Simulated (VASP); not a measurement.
A run of VASP 6.6.1 is set up as follows.

INCAR

```
PREC     = Accurate       # precision mode
ENCUT    = 520            # plane-wave cutoff, eV
EDIFF    = 1E-6           # SCF threshold, eV
ISMEAR   = -1             # smearing method
SIGMA    = 0.1            # smearing width, eV
LREAL    = False          # projectors in reciprocal space
LASPH    = True           # aspherical terms in the spheres
NELM     = 60             # most SCF steps
ALGO     = Normal         # electronic algorithm
ISIF     = 2              # what is computed and relaxed
LWAVE    = False          # write WAVECAR
LCHARG   = False          # write CHGCAR
NBANDS   = 18             # bands
```

KPOINTS

```
regular mesh
0
Gamma
  12 12 9
```

File POSCAR:

```
La
1.0
   -2.9931795459      2.9917004284      1.8542934313
    2.9917004284     -2.9931795459      1.8542934313
    3.0081752109      3.0081752109     -1.8570024377
La
2
Direct
    0.0001551023      0.9998448977      0.0000000000
    0.7498448977      0.2501551023      0.5000000000
```

Potentials or basis: VASP PAW LDA potentials, release 64 (La).

The run is started by

```bash
$ cat potpaw_LDA.64/La/POTCAR > POTCAR
$ mpirun -np 1 vasp_std > vasp.out
```

Q: Predict the pressure.

A: -2.5 GPa.

Q: What does it give for the band gap on the k mesh?

A: Zero (bands 11 and 12 overlap by 1.30 eV).

Forces in eV/Å, atoms in the order of the input:
```
La   0.002 -0.002  0.000
La  -0.002  0.002  0.000
```

Caveat: spin-orbit coupling is left out, which moves the levels of the heavy elements.
